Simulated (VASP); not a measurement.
**Sb: single point with LDA**

Crystal: Sb.

```xyz
1
Lattice="3.5108 0.0000 0.0000 0.6790 3.4445 0.0000 -2.0949 -1.7223 2.2296" Properties=species:S:1:pos:R:3 pbc="T T T"
Sb    0.0000    0.0000    0.0000
```

```json
{
  "Program": "VASP 6.6.1",
  "Task": "single point",
  "Functional": "LDA",
  "Potentials or basis": "VASP PAW LDA potentials, release 64 (Sb)",
  "Cutoff": "520 eV",
  "k mesh": "8 × 8 × 8",
  "Occupations": "fermi-dirac, width 0.15 eV",
  "Spin": "no spin polarisation",
  "Dipole correction": "no",
  "Further INCAR settings": "ALGO = Normal; EDIFF = 1e-06; NBANDS = 8"
}
```

```
Pressure : -2.3 GPa
```

Stress tensor (GPa, compression positive):
```
-1.83  0.83  0.00
 0.83 -2.15  0.00
 0.00  0.00 -2.84
```

Levels at points of the mesh, in eV from the Fermi level:
```tsv
k point	band 1	band 2	band 3	band 4	band 5
(0.00, 0.00, 0.00)	-13.05	4.47	5.25	5.25	9.08
(0.50, 0.00, 0.00)	-9.26	-5.86	1.65	5.20	6.03
(0.50, 0.50, 0.00)	-6.81	-4.47	-1.13	0.50	3.42
(0.50, 0.50, 0.50)	-9.42	-5.72	1.99	1.99	5.79
```

Run time: 9.5 s on 1 thread of AMD EPYC 7R13 Processor (Zen 3) (shared host), peak memory 0.11 GiB.

Caveat: spin-orbit coupling is left out, which moves the levels of the heavy elements.
